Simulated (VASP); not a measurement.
# Bi4C (Im-3m) in VASP: single point with PBE

Aim: the single point of Bi4C with PBE.

Program: VASP 6.6.1. These are calculated values, not measurements. Logs are shortened: lines on timing, memory, paths and dates and some standing lists are left out, and cuts for length are marked.

## (1) The cell of the first run

It takes space group Im-3m (No. 229, cubic). The conventional cell has a = 6.402 Å, b = 6.402 Å, c = 6.402 Å, α = 90.00°, β = 90.00°, γ = 90.00°. Within 3.7 Å of Bi (site symmetry -3m) lie 2 C at 2.77 Å and 6 Bi at 3.20 Å. C (site symmetry m-3m) has 8 Bi at 2.77 Å within 3.7 Å.

The cell was built from a structure type or drawn by symmetry, and may not be a known phase.

## (2) Single point, PBE

INCAR reads:

```
ALGO = Normal ; EDIFF = 1E-6
ENCUT = 520 ; GGA = PE
ISIF = 2 ; ISMEAR = 0
LASPH = T ; LCHARG = F
LREAL = F ; LWAVE = F
NBANDS = 40 ; NELM = 60
PREC = Accurate ; SIGMA = 0.1
```

KPOINTS reads:

```
k-points
0
Gamma
  4 4 4
```

POSCAR reads:

```
Bi4C
1.0
   -3.2010864700      3.2010864700      3.2010864700
    3.2010864700     -3.2010864700      3.2010864700
    3.2010864700      3.2010864700     -3.2010864700
Bi C
4 1
Direct
    0.0000000000      0.0000000000      0.5000000000
    0.5000000000      0.0000000000      0.0000000000
    0.5000000000      0.5000000000      0.5000000000
    0.0000000000      0.5000000000      0.0000000000
    0.0000000000      0.0000000000      0.0000000000
```

Potentials or basis: VASP PAW PBE potentials, release 64 (Bi_d, C).

Run with:

```sh
cat potpaw_PBE.64/Bi_d/POTCAR potpaw_PBE.64/C/POTCAR > POTCAR
mpirun -np 1 vasp_std > vasp.out
```

OUTCAR:

```text
EDIFF = 1E-6
   ENCUT = 520
   GGA = PE
   ISIF = 2
   ISMEAR = 0
   LASPH = T
   LREAL = F
   NELM = 60
   PREC = Accurate

 ion  position               nearest neighbor table
   1  0.000  0.000  0.500-   5 2.77   5 2.77   4 3.20   2 3.20   3 3.20   4 3.20   2 3.20   3 3.20

   2  0.500  0.000  0.000-   5 2.77   5 2.77   4 3.20   1 3.20   3 3.20   3 3.20   1 3.20   4 3.20

   3  0.500  0.500  0.500-   5 2.77   5 2.77   4 3.20   1 3.20   2 3.20   4 3.20   1 3.20   2 3.20

   4  0.000  0.500  0.000-   5 2.77   5 2.77   3 3.20   1 3.20   2 3.20   1 3.20   3 3.20   2 3.20

   5  0.000  0.000  0.000-   1 2.77   2 2.77   3 2.77   4 2.77   1 2.77   4 2.77   2 2.77   3 2.77

  LATTYP: Found a body centered cubic cell.
 ALAT       =     6.4021729400

  Lattice vectors:

 A1 = (  -3.2010864700,   3.2010864700,   3.2010864700)
 A2 = (   3.2010864700,  -3.2010864700,   3.2010864700)
 A3 = (   3.2010864700,   3.2010864700,  -3.2010864700)

Analysis of symmetry for initial positions (statically):
=====================================================================
 Subroutine PRICEL returns:
 Original cell was already a primitive cell.

 Routine SETGRP: Setting up the symmetry group for a
 body centered cubic supercell.

 Subroutine GETGRP returns: Found 48 space group operations
 (whereof 48 operations were pure point group operations)
 out of a pool of 48 trial point group operations.

The static configuration has the point symmetry O_h .

Analysis of symmetry for dynamics (positions and initial velocities):
=====================================================================
 Subroutine PRICEL returns:
 Original cell was already a primitive cell.

 Routine SETGRP: Setting up the symmetry group for a
 body centered cubic supercell.

 Subroutine GETGRP returns: Found 48 space group operations
 (whereof 48 operations were pure point group operations)
 out of a pool of 48 trial point group operations.

The dynamic configuration has the point symmetry O_h .

 Subroutine INISYM returns: Found 48 space group operations
 (whereof 48 operations are pure point group operations),
 and found     1 'primitive' translations

----------------------------------------------------------------------------------------

                                     Primitive cell

  volume of cell :     131.2056

  direct lattice vectors                    reciprocal lattice vectors
    -3.201086470  3.201086470  3.201086470     0.000000000  0.156196968  0.156196968
     3.201086470 -3.201086470  3.201086470     0.156196968  0.000000000  0.156196968
     3.201086470  3.201086470 -3.201086470     0.156196968  0.156196968  0.000000000

  length of vectors
     5.544444405  5.544444405  5.544444405     0.220895870  0.220895870  0.220895870

  position of ions in fractional coordinates (direct lattice)
     0.000000000  0.000000000  0.500000000
     0.500000000  0.000000000  0.000000000
     0.500000000  0.500000000  0.500000000
     0.000000000  0.500000000  0.000000000
     0.000000000  0.000000000  0.000000000

  ion indices of the primitive-cell ions
   primitive index   ion index
                 1           1
                 2           2
                 3           3
                 4           4
                 5           5

----------------------------------------------------------------------------------------

 KPOINTS: k-points

Automatic generation of k-mesh.
 Grid dimensions read from file:
 generate k-points for:    4    4    4

 Generating k-lattice:

  Cartesian coordinates                     Fractional coordinates (reciprocal lattice)
     0.000000000  0.039049242  0.039049242     0.250000000  0.000000000  0.000000000
     0.039049242  0.000000000  0.039049242     0.000000000  0.250000000  0.000000000
     0.039049242  0.039049242  0.000000000     0.000000000  0.000000000  0.250000000

  Length of vectors
     0.055223968  0.055223968  0.055223968

  Shift w.r.t. Gamma in fractional coordinates (k-lattice)
     0.000000000  0.000000000  0.000000000

 Subroutine IBZKPT returns following result:
 ===========================================

 Found      8 irreducible k-points:

 Following reciprocal coordinates:
            Coordinates               Weight
  0.000000  0.000000  0.000000      1.000000
  0.250000  0.000000  0.000000     12.000000
  0.500000  0.000000  0.000000      6.000000
  0.250000  0.250000  0.000000     24.000000
  0.250000  0.250000  0.250000      2.000000
 -0.250000  0.250000  0.250000      6.000000
  0.500000  0.500000  0.250000     12.000000
  0.500000  0.500000  0.500000      1.000000
   k-points           NKPTS =      8   k-points in BZ     NKDIM =      8   number of bands    NBANDS=     40
   number of dos      NEDOS =    301   number of ions     NIONS =      5
   total plane-waves  NPLWV =  74088
   dimension x,y,z NGX =    42 NGY =   42 NGZ =   42
   dimension x,y,z NGXF=    84 NGYF=   84 NGZF=   84
   ions per type =               4   1
   NGX,Y,Z   is equivalent  to a cutoff of  12.59, 12.59, 12.59 a.u.
   NGXF,Y,Z  is equivalent  to a cutoff of  25.19, 25.19, 25.19 a.u.
 SYSTEM =  unknown system
   PREC   = accura    normal or accurate (medium, high low for compatibility)
   ISTART =      0    job   : 0-new  1-cont  2-samecut
   ICHARG =      2    charge: 1-file 2-atom 10-const
   ISPIN  =      1    spin polarized calculation?
   LNONCOLLINEAR =      F non collinear calculations
   LSORBIT =      F    spin-orbit coupling
   LASPH  =      T    aspherical Exc in radial PAW
   ENCUT  =  520.0 eV  38.22 Ry    6.18 a.u.  10.31 10.31 10.31*2*pi/ulx,y,z
   NELM   =     60;   NELMIN=  2; NELMDL= -5     # of ELM steps
   EDIFF  = 0.1E-05   stopping-criterion for ELM
   LREAL  =      F    real-space projection
   EDIFFG = 0.1E-04   stopping-criterion for IOM
   NSW    =      0    number of steps for IOM
   IBRION =     -1    ionic relax: 0-MD 1-quasi-New 2-CG
   NFREE  =      0    steps in history (QN), initial steepest desc. (CG)
   ISIF   =      2    stress and relaxation
   ISYM   =      2    0-nonsym 1-usesym 2-fastsym
   POTIM  = 0.5000    time-step for ionic-motion
   TEBEG  =    0.0;   TEEND  =   0.0 temperature during run
   PSTRESS=    0.0 pullay stress
   NELECT =      64.0000    total number of electrons
   NUPDOWN=      -1.0000    fix difference up-down
   EMIN   =  10.00;   EMAX   =-10.00  energy-range for DOS
   EFERMI =   0.00;   METHOD = LEGACY
   ISMEAR =     0;   SIGMA  =   0.10  broadening in eV -4-tet -1-fermi 0-gaus
   EFERMI_NEDOS =   21; number of points for ismear=-14 and -15
   IALGO  =     38    algorithm
   IMIX   =      4    mixing-type and parameters
     AMIX     =   0.40;   BMIX     =  1.00
     AMIX_MAG =   1.60;   BMIX_MAG =  1.00
  volume/ion in A,a.u.               =      26.24       177.08
  Fermi-wavevector in a.u.,A,eV,Ry     =   1.288697  2.435284 22.595732  1.660739
  Thomas-Fermi vector in A             =   2.420635
   LORBIT       =      0    0 simple, 1 ext, 2 COOP (PROOUT), +10 PAW based schemes
   GGA     = PE    functional components
   LHFCALC =     F    Hartree Fock is set to
   AEXX    =    0.0000 exact exchange contribution
   IVDW    =     0    specifies the selected vdW correction
   LEPSILON=     F    determine dielectric tensor
   LRPA    =     F    only Hartree local field effects (RPA)
 non-spin polarized calculation
 Gauss-broadening in eV      SIGMA  =   0.10
  energy-cutoff  :      520.00
  volume of cell :      131.21
 maximum number of plane-waves:      3564
 NGX is ok and might be reduce to    42
   NGX = 21   NGY = 21   NGZ = 21

 number of electron      64.0000027 magnetization

 Free energy of the ion-electron system (eV)
  ---------------------------------------------------
  ext. energy  EPLUGINS =         0.00000000
  ---------------------------------------------------
  free energy    TOTEN  =       -19.97809166 eV

  energy without entropy =      -19.96093974  energy(sigma->0) =      -19.96951570

 E-fermi :   7.9205     XC(G=0): -10.3253

 val. band max:        7.8239926732   @ k =   0.5000   0.0000   0.0000
 cond. band min:       7.9481790578   @ k =   0.2500   0.0000   0.0000
 fundamental gap:      0.1241863846
 Fermi energy:         7.9205133469

 k-point     1 :       0.0000    0.0000    0.0000
  band No.  band energies     occupation
      1     -15.4154      2.00000
      2     -15.4154      2.00000
      3     -15.2802      2.00000
      4     -15.2535      2.00000
      5     -15.2535      2.00000
      6     -15.2512      2.00000
[... 32 lines left out ...]
     39      13.1427      0.00000
     40      13.1427      0.00000

 k-point     2 :       0.2500    0.0000    0.0000
  band No.  band energies     occupation
      1     -15.3894      2.00000
      2     -15.3458      2.00000
      3     -15.2736      2.00000
      4     -15.2514      2.00000
      5     -15.2329      2.00000
      6     -15.2207      2.00000
[... 32 lines left out ...]
     39      12.5142      0.00000
     40      12.5371      0.00000

 k-point     3 :       0.5000    0.0000    0.0000
  band No.  band energies     occupation
      1     -15.3300      2.00000
      2     -15.3294      2.00000
      3     -15.1961      2.00000
      4     -15.1907      2.00000
      5     -15.1882      2.00000
      6     -15.1872      2.00000
[... 32 lines left out ...]
     39      12.5048      0.00000
     40      13.3723      0.00000

 k-point     4 :       0.2500    0.2500    0.0000
  band No.  band energies     occupation
      1     -15.3378      2.00000
      2     -15.2632      2.00000
      3     -15.2627      2.00000
      4     -15.2349      2.00000
      5     -15.2143      2.00000
      6     -15.1797      2.00000
[... 32 lines left out ...]
     39      11.5022      0.00000
     40      12.9823      0.00000

 k-point     5 :       0.2500    0.2500    0.2500
  band No.  band energies     occupation
      1     -15.1690      2.00000
      2     -15.1690      2.00000
      3     -15.1684      2.00000
      4     -15.1684      2.00000
      5     -15.1684      2.00000
      6     -15.1637      2.00000
[... 32 lines left out ...]
     39      11.0950      0.00000
     40      11.0950      0.00000

 k-point     6 :      -0.2500    0.2500    0.2500
  band No.  band energies     occupation
      1     -15.4068      2.00000
      2     -15.3039      2.00000
      3     -15.3039      2.00000
      4     -15.2661      2.00000
      5     -15.2488      2.00000
      6     -15.1999      2.00000
[... 32 lines left out ...]
     39      12.4781      0.00000
     40      12.9656      0.00000

 k-point     7 :       0.5000    0.5000    0.2500
  band No.  band energies     occupation
      1     -15.3688      2.00000
      2     -15.3686      2.00000
      3     -15.3297      2.00000
      4     -15.2294      2.00000
      5     -15.2265      2.00000
      6     -15.2073      2.00000
[... 32 lines left out ...]
     39      12.6428      0.00000
     40      12.9473      0.00000

 k-point     8 :       0.5000    0.5000    0.5000
  band No.  band energies     occupation
      1     -15.3983      2.00000
      2     -15.3983      2.00000
      3     -15.3983      2.00000
      4     -15.2430      2.00000
      5     -15.2430      2.00000
      6     -15.2430      2.00000
[... 32 lines left out ...]
     39      12.9096      0.00000
     40      12.9096      0.00000

------------------------ aborting loop because EDIFF is reached ----------------------------------------

  FORCE on cell =-STRESS in cart. coord.  units (eV):
  Direction    XX          YY          ZZ          XY          YZ          ZX
  --------------------------------------------------------------------------------------
  -------------------------------------------------------------------------------------
  Total        4.0480110      4.0480110      4.0480110      0.0000000      0.0000000     -0.0000000
  in kB       49.4310750     49.4310750     49.4310750      0.0000000      0.0000000     -0.0000000
  external PRESSURE =      49.4310750 kB  Pullay stress =       0.0000000 kB

 VOLUME and BASIS-vectors are now :
 -----------------------------------------------------------------------------
  energy-cutoff  :      520.00
  volume of cell :      131.21
      direct lattice vectors                 reciprocal lattice vectors
    -3.201086470  3.201086470  3.201086470     0.000000000  0.156196968  0.156196968
     3.201086470 -3.201086470  3.201086470     0.156196968  0.000000000  0.156196968
     3.201086470  3.201086470 -3.201086470     0.156196968  0.156196968  0.000000000

 POSITION                                       TOTAL-FORCE (eV/Angst)
 -----------------------------------------------------------------------------------
      1.60054      1.60054     -1.60054         0.000000     -0.000000     -0.000000
     -1.60054      1.60054      1.60054        -0.000000     -0.000000     -0.000000
      1.60054      1.60054      1.60054         0.000000      0.000000      0.000000
      1.60054     -1.60054      1.60054         0.000000      0.000000     -0.000000
      0.00000      0.00000      0.00000        -0.000000      0.000000      0.000000
 -----------------------------------------------------------------------------------
    total drift:                               -0.000000     -0.000000      0.000000

  FREE ENERGIE OF THE ION-ELECTRON SYSTEM (eV)
  ---------------------------------------------------
  free  energy   TOTEN  =       -19.9780916606 eV

  energy  without entropy=      -19.9609397377  energy(sigma->0) =      -19.96951570
```

It took 2.4 min on 1 thread of AMD EPYC 7R13, shared host; peak memory 0.23 GiB.

Results:

```
Free energy            : -19.9781 eV
Pressure               : 4.9 GPa
Band gap on the k mesh : zero (bands 32 and 33 overlap by 1.97 eV)
```

Levels at points of the mesh, in eV from the Fermi level:
```tsv
k point	band 30	band 31	band 32	band 33	band 34	band 35
(0.00, 0.00, 0.00)	-3.60	-3.60	1.40	1.40	1.40	2.28
(0.50, 0.00, 0.00)	-1.43	-1.36	-0.10	0.44	0.46	0.64
(0.50, 0.50, 0.50)	-1.83	-1.03	-0.12	-0.12	-0.12	4.73
```

Caveat: the cell stands under pressure; spin-orbit coupling is left out, which moves the levels of the heavy elements.
